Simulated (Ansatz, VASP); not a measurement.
# EuS3: VASP beside Ansatz

```
Eu S
1.0
    -2.70706    2.74643    3.82187
     2.70706   -2.74643    3.82187
     2.70706    2.74643   -3.82187
Eu S
1 3
Direct
  0.50000 0.50000 0.00000
  0.13380 0.13380 0.00000
  0.86620 0.86620 0.00000
  0.00000 0.50000 0.50000
```

Alike in both runs: functional PBE; k mesh 4 × 4 × 4; occupations gaussian, width 0.1 eV; collinear spin.

Ansatz relaxed the structure, and its values are those at the end. VASP's run is a single point on that final structure, the one shown.

|  | VASP | Ansatz |
| --- | --- | --- |
| version | VASP 6.6.1 | Ansatz 0.2.0 |
| potentials or method | VASP PAW PBE potentials, release 64 (Eu, S), cutoff 520 eV | scalar-relativistic, plane waves, PAW |
| valence electrons in the cell | 35 | 35 |

|  | VASP | Ansatz | Ansatz less VASP |
| --- | --- | --- | --- |
| gap on the k mesh at the Fermi level (eV) | none | none | - |
| pressure (GPa) | -0.3 | 0.0 | +0.24 |
| rms of the force components (eV/Å) | 0.057 | 0.013 | -0.0448 |
| net moment per atom (μB) | 1.53 | 1.53 | +0.003 |
| size of the moment on the site where the two differ most (μB) | 6.50 | 6.62 | +0.126 |

Site moments also hang on the region over which each program counts them. A gap of «none» marks a metal or a gap that the smearing closes.

The k mesh is coarse, so the values compare programs but aren't converged. Spin-orbit coupling is off throughout.
